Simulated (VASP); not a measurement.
Wanted: the native input for a VASP 6.6.1 run.

```yaml
Task: relaxation of cell and atoms
Functional: PBE
Potentials_or_basis: VASP PAW PBE potentials, release 64 (Ga_d, Sb, As)
Cutoff: 600 eV
k_mesh: 6 × 6 × 6
Occupations: gaussian, width 0.1 eV
Spin: no spin polarisation
Dipole_correction: no
Further_INCAR_settings: ALGO = Normal; EDIFF = 1e-06; IBRION = 2; EDIFFG = -0.04; NSW = 90; ISIF = 3
```

The structure of Ga3Sb2As lies in POSCAR:

```
Ga3Sb2As
1.0
   -2.0191846700      2.0191846700      8.5666750300
    2.0191846700     -2.0191846700      8.5666750300
    2.0191846700      2.0191846700     -8.5666750300
Ga Sb As
3 2 1
Direct
    0.0000000000      0.0000000000      0.0000000000
    0.6666666700      0.6666666700      0.0000000000
    0.3333333300      0.3333333300      0.0000000000
    0.5833333300      0.0833333300      0.5000000000
    0.9166666700      0.4166666700      0.5000000000
    0.2500000000      0.7500000000      0.5000000000
```

These files were run (other wordings do the same):

INCAR

```
SYSTEM = Ga3Sb2As
PREC = Accurate
ENCUT = 600
EDIFF = 1E-6
ISMEAR = 0
SIGMA = 0.1
LREAL = .False.
LASPH = .True.
NELM = 100
ALGO = Normal
ISIF = 3
LWAVE = .False.
LCHARG = .False.
GGA = PE
IBRION = 2
NSW = 90
EDIFFG = -0.04
```

KPOINTS

```
Automatic mesh
0
Gamma
  6 6 6
  0 0 0
```

Potentials or basis: VASP PAW PBE potentials, release 64 (Ga_d, Sb, As).

Command:

```console
$ cat potpaw_PBE.64/Ga_d/POTCAR potpaw_PBE.64/Sb/POTCAR potpaw_PBE.64/As/POTCAR > POTCAR
$ mpirun -np 1 vasp_std > vasp.out
```

Results of the run:

```yaml
Relaxed_volume: 27.95 Å³/atom
Relaxed_cell: a = 9.567 Å, b = 9.567 Å, c = 9.567 Å, α = 154.03°, β = 154.03°, γ = 37.06°
Space_group_after_relaxing_to_0.1_Å: I-4m2 (No. 119)
Energy_gained_by_relaxing: 204.2 meV/atom
Ionic_steps: 6
Pressure_after_relaxing: 0.0 GPa
Largest_force_after_relaxing: 0.032 eV/Å
Band_gap_on_the_k_mesh: zero (filled and empty bands touch)
```

Caveat: the volume moved by over 15 % at a fixed basis, so the end points are rough; semilocal functionals underestimate gaps, and a narrow one can read as zero; spin-orbit coupling is left out, which moves the levels of the heavy elements.

Wall time 22 min on 1 thread of Intel(R) Xeon(R) 6975P-C (Granite Rapids), with other jobs on the host, peak memory 0.94 GiB.
